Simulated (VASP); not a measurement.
**Ir: single point with LDA**

Ir:

```
CELL_PARAMETERS angstrom
2.70527 0.00000 0.00000
-1.35263 2.34283 0.00000
0.00000 0.00000 4.16690
ATOMIC_POSITIONS crystal
Ir 0.66667 0.33333 0.75000
Ir 0.33333 0.66667 0.25000
```

```
Program             : VASP 6.6.1
Task                : single point
Functional          : LDA
Potentials or basis : VASP PAW LDA potentials, release 64 (Ir)
Cutoff              : 500 eV
k mesh              : 18 × 18 × 10
Occupations         : gaussian, width 0.15 eV
Spin                : no spin polarisation
```

```
Pressure               : 28.7 GPa
Band gap on the k mesh : zero (band 9 reaches 12.76 eV, above the bottom of band 10 at 9.08 eV)
```

Stress tensor (GPa, compression positive):
```
19.61  0.00  0.00
 0.00 19.61  0.00
 0.00  0.00 46.77
```

Levels at points of the mesh, in eV from the Fermi level:
| k point | band 6 | band 7 | band 8 | band 9 | band 10 | band 11 | band 12 | band 13 |
| --- | --- | --- | --- | --- | --- | --- | --- | --- |
| (0.00, 0.00, 0.00) | -3.55 | -3.55 | -3.23 | -3.23 | -0.43 | 0.21 | 0.21 | 8.43 |
| (0.50, 0.00, 0.00) | -3.70 | -3.04 | 0.37 | 0.99 | 1.34 | 3.04 | 4.50 | 8.81 |
| (0.00, 0.00, 0.50) | -4.72 | -4.72 | -4.72 | -0.54 | -0.54 | -0.54 | -0.54 | 13.47 |
| (0.50, 0.00, 0.50) | -2.72 | -1.21 | -1.21 | 0.75 | 0.75 | 2.09 | 2.09 | 8.16 |

It took 26 s on 1 thread of Intel(R) Xeon(R) 6975P-C (Granite Rapids), with other jobs on the host, peak memory 0.18 GiB.

Caveat: spin-orbit coupling is left out, which moves the levels of the heavy elements.
